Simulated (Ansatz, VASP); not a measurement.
## One calculation of Lu, two programs

The input INCAR:

```
SYSTEM = Lu
ALGO = Normal
EDIFF = 1E-6
ENCUT = 520
GGA = PS
ISIF = 2
ISMEAR = -1
LASPH = .True.
LCHARG = .False.
LREAL = .False.
LWAVE = .False.
NBANDS = 18
NELM = 80
PREC = Accurate
SIGMA = 0.05
```

KPOINTS

```
k-points
0
Gamma
  16 16 16
  0 0 0
```

File POSCAR:

```
Lu
1.0
   -1.5931377317      1.5931377317      1.5931377317
    1.5931377317     -1.5931377317      1.5931377317
    1.5931377317      1.5931377317     -1.5931377317
Lu
1
Direct
    0.0000000000      0.0000000000      0.0000000000
```

Input for Ansatz:

```yaml
crystal:
  lattice:
    - [-1.5931377317, 1.5931377317, 1.5931377317]
    - [1.5931377317, -1.5931377317, 1.5931377317]
    - [1.5931377317, 1.5931377317, -1.5931377317]
  atoms:
    - { symbol: Lu, position: [0.0, 0.0, 0.0] }
kpoints:
  mp_grid: { grid: [16, 16, 16] }
scf:
  occupations: { method: fermi_dirac, width: 0.05 }
hamiltonian:
  xc: pbesol
  pseudopotentials: { kind: all_electron, lapw: { basis_error: 0.001 } }
output:
  forces: true
  stress: true
  eigenvalues: true
  populations: true
```

Change from the starting cell: volume scaled by 0.58, LAPW.

Alike in both runs: task single point; functional PBEsol; k mesh 16 × 16 × 16; occupations fermi-dirac, width 0.05 eV; no spin polarisation.

```csv
,VASP,Ansatz
version,VASP 6.6.1,Ansatz 0.2.0
potentials or method,"VASP PAW PBE potentials, release 64 (Lu), cutoff 520 eV","all-electron LAPW, scalar-relativistic"
```

Ansatz gave:

* pressure (GPa): 60.0

Problem. What did VASP give for the same quantities?

Solution. Pressure (GPa): 61.5.

VASP's potentials were made for PBE, not for PBEsol. Both programs put the cell under a high pressure, so it lies far from rest at this level. Ansatz ran all-electron here, and VASP with PAW potentials.

Neither program's run includes spin-orbit coupling. Noted on VASP's run: the cell as given lies far from equilibrium.
